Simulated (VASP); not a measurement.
# TiAl (P4/mmm) in VASP: notebook, part 2 of 2

VASP 6.6.1. Earlier steps stand in the parts before.

### 3 Single point, LDA (14.79 Å³/atom)

INCAR reads:

```
SYSTEM = TiAl
  PREC = Accurate
  ENCUT = 520
  EDIFF = 1E-6
  ISMEAR = 0
  SIGMA = 0.15
  LREAL = .FALSE.
  LASPH = .TRUE.
  NELM = 60
  ALGO = Fast
  ISIF = 2
  LWAVE = .FALSE.
  LCHARG = .FALSE.
  GGA = CA
  NBANDS = 14
```

KPOINTS reads:

```
Automatic mesh
0
G
  16 16 16
  0 0 0
```

POSCAR reads:

```
TiAl
1.0
    2.7160716291      0.0000000000      0.0000000000
    0.0000000000      2.7160716291      0.0000000000
    0.0000000000      0.0000000000      4.0091933317
Ti Al
1 1
Direct
    0.0000000000      0.0000000000      0.0000000000
    0.5000000000      0.5000000000      0.5000000000
```

Potentials or basis: VASP PAW LDA potentials, release 64 (Ti_sv, Al).

Command:

```bash
$ cat potpaw_LDA.64/Ti_sv/POTCAR potpaw_LDA.64/Al/POTCAR > POTCAR
$ mpirun -np 1 vasp_std > vasp.out
```

OUTCAR:

```text
SYSTEM = TiAl
   PREC = Accurate
   ENCUT = 520
   EDIFF = 1E-6
   ISMEAR = 0
   LREAL = .FALSE.
   LASPH = .TRUE.
   NELM = 60
   ISIF = 2
   GGA = CA

 ion  position               nearest neighbor table
   1  0.000  0.000  0.000-   2 2.78   2 2.78   2 2.78   2 2.78   2 2.78   2 2.78   2 2.78   2 2.78

   2  0.500  0.500  0.500-   1 2.78   1 2.78   1 2.78   1 2.78   1 2.78   1 2.78   1 2.78   1 2.78

  LATTYP: Found a simple tetragonal cell.
 ALAT       =     2.7160716291
 C/A-ratio  =     1.4761000000

  Lattice vectors:

 A1 = (   2.7160716291,   0.0000000000,   0.0000000000)
[... 589 lines left out ...]
     12      15.4591      0.00000
     13      15.5328      0.00000
     14      17.5999      0.00000

 [... further k-points ...]
[... 5 lines left out ...]
  --------------------------------------------------------------------------------------
  -------------------------------------------------------------------------------------
  Total        0.9955592      0.9955592      0.6648759      0.0000000     -0.0000000      0.0000000
  in kB       53.9309723     53.9309723     36.0173477      0.0000000     -0.0000000      0.0000000
  external PRESSURE =      47.9597641 kB  Pullay stress =       0.0000000 kB

 VOLUME and BASIS-vectors are now :
 -----------------------------------------------------------------------------
  energy-cutoff  :      520.00
  volume of cell :       29.58
      direct lattice vectors                 reciprocal lattice vectors
     2.716071629  0.000000000  0.000000000     0.368178803  0.000000000  0.000000000
     0.000000000  2.716071629  0.000000000     0.000000000  0.368178803  0.000000000
     0.000000000  0.000000000  4.009193332     0.000000000  0.000000000  0.249426734

 POSITION                                       TOTAL-FORCE (eV/Angst)
 -----------------------------------------------------------------------------------
      0.00000      0.00000      0.00000         0.000000      0.000000      0.000000
      1.35804      1.35804      2.00460         0.000000      0.000000      0.000000
 -----------------------------------------------------------------------------------
    total drift:                               -0.000000      0.000000     -0.000000

  FREE ENERGIE OF THE ION-ELECTRON SYSTEM (eV)
  ---------------------------------------------------
  free  energy   TOTEN  =       -13.5780356882 eV

  energy  without entropy=      -13.5580588547  energy(sigma->0) =      -13.56804727
```

Run time: 2 min. Hardware: 1 thread of AMD EPYC 9R45 (Zen 5), shared host; peak memory 0.24 GiB.

Results:

```
Free energy            : -13.5780 eV
Pressure               : 4.8 GPa
Band gap on the k mesh : zero (an odd number of electrons rules out a gap without spin polarisation)
```

Stress tensor (GPa, compression positive):
```
5.39 0.00 0.00
0.00 5.39 0.00
0.00 0.00 3.60
```

Caveat: the cell stands under pressure.

### 4 Single point, LDA (14.79 Å³/atom)

INCAR reads:

```
SYSTEM = TiAl
PREC = Accurate
ENCUT = 520
EDIFF = 1E-6
ISMEAR = 0
SIGMA = 0.15
LREAL = .False.
LASPH = .True.
NELM = 60
ALGO = Fast
ISIF = 2
LWAVE = .False.
LCHARG = .True.
GGA = CA
LELF = .True.
LVHAR = .True.
NBANDS = 14
```

KPOINTS reads:

```
regular mesh
0
Gamma
  16 16 16
  0 0 0
```

POSCAR reads:

```
TiAl
1.0
    3.2093764888      0.0000000000      0.0000000000
    0.0000000000      3.2093764888      0.0000000000
    0.0000000000      0.0000000000      2.8714291445
Ti Al
1 1
Direct
    0.0000000000      0.0000000000      0.0000000000
    0.5000000000      0.5000000000      0.5000000000
```

Command:

```bash
$ cat potpaw_LDA.64/Ti_sv/POTCAR potpaw_LDA.64/Al/POTCAR > POTCAR
$ mpirun -np 1 vasp_std > vasp.out
```

It took 2.2 min on 1 thread of AMD EPYC 9R45 (Zen 5), shared host; peak memory 0.24 GiB.

It converged, with:

- Free energy: -13.3163 eV
- Pressure: 4.7 GPa
- Band gap on the k mesh: zero (an odd number of electrons rules out a gap without spin polarisation)

Stress tensor (GPa, compression positive):
```
5.14 0.00 0.00
0.00 5.14 0.00
0.00 0.00 3.91
```

Levels at points of the mesh, in eV from the Fermi level:
| k point | band 5 | band 6 | band 7 | band 8 | band 9 | band 10 |
| --- | --- | --- | --- | --- | --- | --- |
| (0.00, 0.00, 0.00) | -9.51 | -1.72 | -1.45 | 1.61 | 2.30 | 2.30 |
| (0.50, 0.00, 0.00) | -6.38 | -5.38 | -0.71 | -0.29 | 1.12 | 2.46 |
| (0.50, 0.50, 0.00) | -5.65 | -2.34 | -2.34 | -1.64 | 1.46 | 1.46 |
| (0.00, 0.00, 0.50) | -5.20 | -5.10 | -0.34 | -0.21 | -0.21 | 2.03 |
| (0.50, 0.00, 0.50) | -4.89 | -2.09 | -1.36 | -1.35 | 0.32 | 0.65 |
| (0.50, 0.50, 0.50) | -3.24 | -3.24 | -3.23 | 1.22 | 2.92 | 3.16 |

Caveat: the cell stands under pressure.

### 5 Single point, LDA (14.79 Å³/atom)

INCAR reads:

```
SYSTEM = TiAl
ALGO = Fast
EDIFF = 1E-6
ENCUT = 520
GGA = CA
ISIF = 2
ISMEAR = 0
LASPH = .TRUE.
LCHARG = .TRUE.
LELF = .TRUE.
LREAL = .FALSE.
LVHAR = .TRUE.
LWAVE = .FALSE.
NBANDS = 14
NELM = 80
PREC = Accurate
SIGMA = 0.15
```

KPOINTS reads:

```
k-points
0
G
  16 16 16
  0 0 0
```

POSCAR reads:

```
TiAl
1.0
    2.8714581255      0.0000000000      0.0000000000
    0.0000000000      2.8714581255      0.0000000000
    0.0000000000      0.0000000000      3.5870254903
Ti Al
1 1
Direct
    0.0000000000      0.0000000000      0.0000000000
    0.5000000000      0.5000000000      0.5000000000
```

Command:

```bash
$ cat potpaw_LDA.64/Ti_sv/POTCAR potpaw_LDA.64/Al/POTCAR > POTCAR
$ mpirun -np 1 vasp_std > vasp.out
```

Wall time 2.5 min (1 thread of AMD EPYC 9R45 (Zen 5), shared host); peak memory 0.24 GiB.

Results (log left out):

```yaml
Free_energy: -13.4954 eV
Pressure: 4.5 GPa
Band_gap_on_the_k_mesh: zero (an odd number of electrons rules out a gap without spin polarisation)
```

Stress tensor (GPa, compression positive):
```
 1.57  0.00  0.00
 0.00  1.57  0.00
 0.00  0.00 10.25
```

Levels at points of the mesh, in eV from the Fermi level:
```tsv
k point	band 3	band 4	band 5	band 6	band 7	band 8	band 9	band 10	band 11	band 12
(0.00, 0.00, 0.00)	-32.21	-32.21	-9.38	-1.81	-1.12	1.48	2.07	2.07	3.01	7.33
(0.50, 0.00, 0.00)	-32.50	-32.17	-5.08	-4.97	-1.25	-0.34	1.28	2.43	4.45	6.27
(0.50, 0.50, 0.00)	-32.59	-32.45	-4.05	-0.99	-0.99	-0.96	-0.07	-0.07	4.09	5.74
(0.00, 0.00, 0.50)	-32.21	-32.21	-7.16	-5.34	-0.70	1.27	1.27	1.68	3.06	7.43
(0.50, 0.00, 0.50)	-32.56	-32.17	-5.28	-2.69	-1.37	-1.34	1.44	1.85	2.22	5.08
(0.50, 0.50, 0.50)	-32.59	-32.50	-3.00	-2.91	-2.91	1.64	2.63	2.89	4.05	4.05
```

Caveat: the cell stands under pressure.

### 6 Summary

| cell | gap on the mesh (eV) | pressure (GPa) |
| --- | --- | --- |
| a = 2.819, b = 2.819, c = 3.723 Å, 2 atoms | none | 4.6 |
| a = 2.716, b = 2.716, c = 4.009 Å, 2 atoms | none | 4.8 |
| a = 3.209, b = 3.209, c = 2.871 Å, 2 atoms | none | 4.7 |
| a = 2.871, b = 2.871, c = 3.587 Å, 2 atoms | none | 4.5 |

Alike in all rows: task single point; level LDA; potentials or basis VASP PAW LDA potentials, release 64 (Ti_sv, Al); no spin polarisation; k mesh 16 × 16 × 16; cutoff (eV) 520; smearing gaussian 0.15 eV.

Caveats: the cell stands under pressure.

Total energies depend on the potentials used, so only differences within one code and one set of settings carry meaning.
